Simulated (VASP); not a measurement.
Wanted: the native input for a VASP 6.6.1 run.

```
Task                   : single point
Functional             : r2SCAN
Potentials or basis    : VASP PAW PBE potentials, release 64 (Sr_sv, O)
Cutoff                 : 520 eV
k mesh                 : 9 × 9 × 4
Occupations            : gaussian, width 0.01 eV
Spin                   : no spin polarisation
Dipole correction      : no
Further INCAR settings : ALGO = Normal; EDIFF = 1e-06; NBANDS = 24
```

SrO:

```
Sr O
1.0
     3.61670    0.00000    0.00000
    -1.80835    3.13215    0.00000
     0.00000    0.00000    6.33011
Sr O
2 2
Cartesian
  0.0000 2.0881 1.5825
  1.8083 1.0441 4.7476
  0.0000 0.0000 0.0000
  0.0000 0.0000 3.1651
```

This cell differs from its parent crystal: volume changed by +6%.

The input as run:

POSCAR

```
SrO
1.0
    3.6166969302      0.0000000000      0.0000000000
   -1.8083484651      3.1321514193      0.0000000000
    0.0000000000      0.0000000000      6.3301051604
Sr O
2 2
Direct
    0.3333333333      0.6666666667      0.2500000000
    0.6666666667      0.3333333333      0.7500000000
    0.0000000000      0.0000000000      0.0000000000
    0.0000000000      0.0000000000      0.5000000000
```

INCAR.step1

```
SYSTEM = SrO
ALGO = Normal
EDIFF = 1E-4
ENCUT = 520
GGA = PE
ISMEAR = 0
LASPH = .True.
LCHARG = .False.
LREAL = .False.
LWAVE = .True.
NBANDS = 24
NELM = 80
PREC = Accurate
SIGMA = 0.01
```

INCAR.step2

```
SYSTEM = SrO
ALGO = Normal
EDIFF = 1E-6
ENCUT = 520
ISIF = 2
ISMEAR = 0
ISTART = 1
LASPH = .True.
LCHARG = .False.
LMIXTAU = .True.
LREAL = .False.
LWAVE = .False.
METAGGA = R2SCAN
NBANDS = 24
NELM = 80
PREC = Accurate
SIGMA = 0.01
```

KPOINTS

```
k-points
0
Gamma
  9 9 4
  0 0 0
```

Potentials or basis: VASP PAW PBE potentials, release 64 (Sr_sv, O).

Launch:

```console
$ cat potpaw_PBE.64/Sr_sv/POTCAR potpaw_PBE.64/O/POTCAR > POTCAR
$ cp INCAR.step1 INCAR
$ mpirun -np 1 vasp_std > vasp.out
$ cp INCAR.step2 INCAR
$ mpirun -np 1 vasp_std > vasp.out
```

Results of the run:

```
Pressure               : -4.2 GPa
Band gap on the k mesh : 3.36 eV, direct
```

Caveat: the PAW data sets were made with another functional, which shifts forces and pressure a little.

Run time: 120 s on 1 thread of Intel(R) Xeon(R) 6975P-C (Granite Rapids) (shared host), peak memory 0.22 GiB.
